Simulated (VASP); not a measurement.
## LaS: single point with LDA

System: LaS, a slab with vacuum.

```
La S
1.0
     4.13940    0.00000    0.00000
     0.00000    4.13940    0.00000
     0.00000    0.00000   17.85400
La S
3 3
Cartesian
  0.0000 0.0000 6.1979
  2.0697 2.0697 8.9270
  0.0000 0.0000 11.6561
  2.0697 2.0697 5.9541
  0.0000 0.0000 8.9270
  2.0697 2.0697 11.8999
```

- Program: VASP 6.6.1
- Task: single point
- Functional: LDA
- Potentials or basis: VASP PAW LDA potentials, release 64 (La, S)
- Cutoff: 520 eV
- k mesh: 4 × 4 × 1
- Occupations: methfessel-paxton, width 0.1 eV
- Spin: no spin polarisation

The largest force is 0.006 eV/Å and the band gap on the k mesh is zero (an odd number of electrons rules out a gap without spin polarisation).

Forces on the atoms (eV/Å):
```
La   0.000  0.000  0.006
La   0.000  0.000  0.000
La   0.000  0.000 -0.006
S    0.000  0.000  0.005
S    0.000  0.000  0.000
S    0.000  0.000 -0.005
```

Levels at points of the mesh, in eV from the Fermi level:
```tsv
k point	band 24	band 25	band 26	band 27	band 28	band 29
(0.00, 0.00, 0.00)	-2.93	-1.75	-1.02	-0.09	0.45	0.52
(0.50, 0.00, 0.00)	-3.56	0.63	0.70	1.00	1.13	1.14
(0.50, 0.50, 0.00)	-3.03	-1.40	-1.40	0.46	0.46	1.21
```

Wall time 3.3 min on 1 thread of Intel Xeon 8259CL, on a shared host, peak memory 0.31 GiB.

Caveat: the k points lie up to 0.38 Å⁻¹ apart, too coarse for converged energies and pressures of a metal; spin-orbit coupling is left out, which moves the levels of the heavy elements.
